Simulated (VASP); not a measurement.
WAu:

```
W Au
1.0
     3.28205    0.00000    0.00000
     0.00000    3.28205    0.00000
     0.00000    0.00000    3.28205
W Au
1 1
Direct
  0.00000 0.00000 0.00000
  0.50000 0.50000 0.50000
```

| Quantity | Value |
| --- | --- |
| Program | VASP 6.6.1 |
| Task | relaxation of cell and atoms |
| Functional | PBE |
| Potentials or basis | VASP PAW PBE potentials, release 64 (W_sv, Au) |
| Cutoff | 600 eV |
| k mesh | 6 × 6 × 6 |
| Occupations | gaussian, width 0.1 eV |
| Spin | no spin polarisation |

At the start: pressure -9.5 GPa; volume 17.68 Å³/atom.

Task: Where does the relaxation end?

Result: Over 4 steps the energy falls by 24.4 meV/atom and the volume is 16.89 Å³/atom (-4.4 %); space group Pm-3m (No. 221, to 0.1 Å) before and after.

Step by step:
```tsv
step	energy change (eV)	largest force (eV/Å)	pressure (GPa)	volume (Å³)
1	0.0000	0.0000	-9.47	35.35
2	0.2784	0.0000	33.36	30.27
3	-0.0487	0.0000	-0.41	33.84
4	-0.0488	0.0000	-0.07	33.79
```

Final structure:
```
W Au
1.0
     3.23285    0.00000    0.00000
     0.00000    3.23285    0.00000
     0.00000    0.00000    3.23285
W Au
1 1
Cartesian
  0.0000 0.0000 0.0000
  1.6164 1.6164 1.6164
```
